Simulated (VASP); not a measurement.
Wanted: the native input for a VASP 6.6.1 run.

```yaml
Task: single point
Functional: PBE
Potentials_or_basis: VASP PAW PBE potentials, release 64 (In_d, Ge_d, S)
Cutoff: 520 eV
k_mesh: 6 × 6 × 2
Occupations: gaussian, width 0.1 eV
Spin: no spin polarisation
Dipole_correction: no
Further_INCAR_settings: ALGO = Normal; EDIFF = 1e-06; NBANDS = 34
```

The structure of In2GeS2 lies in POSCAR:

```
In2GeS2
1.0
    4.4540762300      0.0000000000      0.0000000000
   -2.2270381200      3.8573431700      0.0000000000
    0.0000000000      0.0000000000      7.7488914300
In Ge S
2 1 2
Direct
    0.6666666700      0.3333333300      0.2264030000
    0.6666666700      0.3333333300      0.7735970000
    0.0000000000      0.0000000000      0.5000000000
    0.0000000000      0.0000000000      0.0000000000
    0.3333333300      0.6666666700      0.5000000000
```

The cell was built from a structure type or drawn by symmetry, and may not be a known phase.

These files were run (other wordings do the same):

INCAR

```
SYSTEM = In2GeS2
ALGO = Normal
EDIFF = 1E-6
ENCUT = 520
GGA = PE
ISIF = 2
ISMEAR = 0
LASPH = .TRUE.
LCHARG = .TRUE.
LELF = .TRUE.
LREAL = .FALSE.
LVHAR = .TRUE.
LWAVE = .FALSE.
NBANDS = 34
NELM = 60
PREC = Accurate
SIGMA = 0.1
```

KPOINTS

```
k-points
0
G
  6 6 2
  0 0 0
```

Potentials or basis: VASP PAW PBE potentials, release 64 (In_d, Ge_d, S).

Launch:

```bash
$ cat potpaw_PBE.64/In_d/POTCAR potpaw_PBE.64/Ge_d/POTCAR potpaw_PBE.64/S/POTCAR > POTCAR
$ mpirun -np 1 vasp_std > vasp.out
```

It gave:

| Item | Value |
| --- | --- |
| Pressure | -0.8 GPa |
| Largest force | 0.687 eV/Å |
| Band gap on the k mesh | zero (bands 26 and 27 overlap by 0.93 eV) |

Caveat: the k points lie up to 0.41 Å⁻¹ apart, too coarse for converged energies and pressures of a metal; spin-orbit coupling is left out, which moves the levels of the heavy elements.

It took 110 s on 1 thread of Intel Xeon 8259CL, with other jobs on the host, peak memory 0.29 GiB.
